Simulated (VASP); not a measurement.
Here is a VASP 6.6.1 calculation.

The input INCAR:

```
PREC     = Accurate       # precision mode
ENCUT    = 520            # plane-wave cutoff, eV
EDIFF    = 1E-8           # SCF threshold, eV
ISMEAR   = -1             # smearing method
SIGMA    = 0.03           # smearing width, eV
LREAL    = F              # projectors in reciprocal space
LASPH    = T              # aspherical terms in the spheres
NELM     = 60             # most SCF steps
ALGO     = Normal         # electronic algorithm
ISIF     = 2              # what is computed and relaxed
LWAVE    = F              # write WAVECAR
LCHARG   = F              # write CHGCAR
GGA      = PE             # functional
LEFG     = T            
NBANDS   = 11             # bands
```

KPOINTS

```
regular mesh
0
Gamma
  13 13 13
```

The input POSCAR:

```
BN
1.0
    0.0180750000      1.8165375000      1.8165375000
    1.8165375000      0.0180750000      1.8165375000
    1.8165375000      1.8165375000      0.0180750000
B N
1 1
Direct
    0.0000000000      0.0000000000      0.0000000000
    0.7500000000      0.7500000000      0.7500000000
```

Potentials or basis: VASP PAW PBE potentials, release 64 (B, N).

The run is started by

```console
$ cat potpaw_PBE.64/B/POTCAR potpaw_PBE.64/N/POTCAR > POTCAR
$ mpirun -np 1 vasp_std > vasp.out
```

(1) Estimate the largest force.

(2) Predict the pressure.

Results:

(1) 0.022 eV/Å.

(2) 3.4 GPa.

Caveat: the cell differs from its parent crystal (equal xy, yz and zx shear strains of +1 %); without QUAD_EFG the Cq values of the log hold for a quadrupole moment of 1 mb, not for the nuclei.
